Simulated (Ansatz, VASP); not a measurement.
## SrO in VASP and in Ansatz

INCAR

```
SYSTEM = SrO
  ALGO = Normal
  EDIFF = 1E-7
  ENCUT = 520
  GGA = PE
  ISIF = 2
  ISMEAR = -1
  LASPH = .TRUE.
  LCHARG = .TRUE.
  LELF = .TRUE.
  LREAL = .FALSE.
  LVHAR = .TRUE.
  LWAVE = .FALSE.
  NBANDS = 15
  NELM = 60
  PREC = Accurate
  SIGMA = 0.03
```

KPOINTS

```
k-points
0
G
  2 2 2
  0 0 0
```

The input POSCAR:

```
SrO
1.0
    0.0000000000      2.5698000000      2.5698000000
    2.5698000000      0.0000000000      2.5698000000
    2.5698000000      2.5698000000      0.0000000000
Sr O
1 1
Direct
    0.0000000000      0.0000000000      0.0000000000
    0.5000000000      0.5000000000      0.5000000000
```

Input for Ansatz:

```yaml
crystal:
  lattice:
    - [0.0, 2.5698, 2.5698]
    - [2.5698, 0.0, 2.5698]
    - [2.5698, 2.5698, 0.0]
  atoms:
    - { symbol: Sr, position: [0.0, 0.0, 0.0] }
    - { symbol: O, position: [0.5, 0.5, 0.5] }
kpoints:
  mp_grid: { grid: [2, 2, 2] }
scf:
  occupations: { method: fermi_dirac, width: 0.03 }
hamiltonian:
  xc: pbe
  pseudopotentials: { kind: all_electron, lapw: { basis_error: 0.0005 } }
output:
  forces: true
  stress: true
  eigenvalues: true
```

Alike in both runs: task single point; functional PBE; k mesh 2 × 2 × 2; occupations fermi-dirac, width 0.03 eV; no spin polarisation.

|  | VASP | Ansatz |
| --- | --- | --- |
| version | VASP 6.6.1 | Ansatz 0.2.0 |
| potentials or method | VASP PAW PBE potentials, release 64 (Sr_sv, O), cutoff 520 eV | all-electron LAPW, scalar-relativistic |

```csv
,VASP,Ansatz,Ansatz less VASP
gap on the k mesh at the Fermi level (eV),3.05,3.11,+0.056
pressure (GPa),4.0,3.3,-0.71
```

Ansatz ran all-electron here, and VASP with PAW potentials.

The k mesh is coarse, so the values compare programs but aren't converged.
